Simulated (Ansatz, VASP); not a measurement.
## Two plane-wave programs on SnO

```
Sn O
1.0
     3.81370    0.00000    0.00000
     0.00000    3.81370    0.00000
     0.00000    0.00000    4.88691
Sn O
2 2
Direct
  0.00000 0.50000 0.23537
  0.50000 0.00000 0.76463
  0.50000 0.50000 0.00000
  0.00000 0.00000 0.00000
```

Alike in both runs: task single point; functional PBEsol; k mesh 6 × 6 × 4; occupations gaussian, width 0.1 eV; no spin polarisation.

```csv
,VASP,Ansatz
version,VASP 6.6.1,Ansatz 0.2.0
potentials or method,"VASP PAW PBE potentials, release 64 (Sn_d, O_h), cutoff 910 eV","scalar-relativistic, plane waves, PAW"
valence electrons in the cell,40,40
```

```tsv
	VASP	Ansatz	Ansatz less VASP
gap on the k mesh at the Fermi level (eV)	0.14	0.12	-0.013
least direct gap on the mesh (eV)	1.98	1.99	+0.011
rms of the force components (eV/Å)	0.066	0.034	-0.0319
```

VASP's potentials were made for PBE, not for PBEsol. Atom by atom the forces differ by 0.032 eV/Å (rms over components). With one functional, cell and mesh, what is left measures potentials, basis and numerics.

Noted on VASP's run: the cutoff is short for stress, so the pressure is rough.
